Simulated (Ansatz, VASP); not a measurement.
# TaHg2: VASP beside Ansatz

```xyz
3
Lattice="3.4333 0.0000 0.0000 -1.7167 2.9733 0.0000 0.0000 0.0000 7.3592" Properties=species:S:1:pos:R:3 pbc="T T T"
Ta    0.0000    0.0000    0.0000
Hg    0.0000    1.9822    2.4307
Hg    1.7167    0.9911    4.9285
```

Alike in both runs: task single point; functional PBE; k mesh 6 × 6 × 4; occupations gaussian, width 0.1 eV; no spin polarisation.

|  | VASP | Ansatz |
| --- | --- | --- |
| version | VASP 6.6.1 | Ansatz 0.2.0 |
| potentials or method | VASP PAW PBE potentials, release 64 (Ta_pv, Hg), cutoff 520 eV | scalar-relativistic, plane waves, PAW |
| valence electrons in the cell | 35 | 53 |

```csv
,VASP,Ansatz,Ansatz less VASP
gap on the k mesh at the Fermi level (eV),none,none,-
pressure (GPa),-13.1,-13.3,-0.20
"traceless stress, the component that is largest in VASP (GPa)",2.61,2.54,-0.071
rms of the force components (eV/Å),0.253,0.250,-0.0037
```

Atom by atom the forces differ by 0.004 eV/Å (rms over components). A gap of «none» marks a metal or a gap that the smearing closes. With one functional, cell and mesh, what is left measures potentials, basis and numerics. VASP's potentials hold 35 valence electrons a cell and Ansatz's 53, so a difference there can come from the potentials and not from the codes.

Spin-orbit coupling is off throughout.
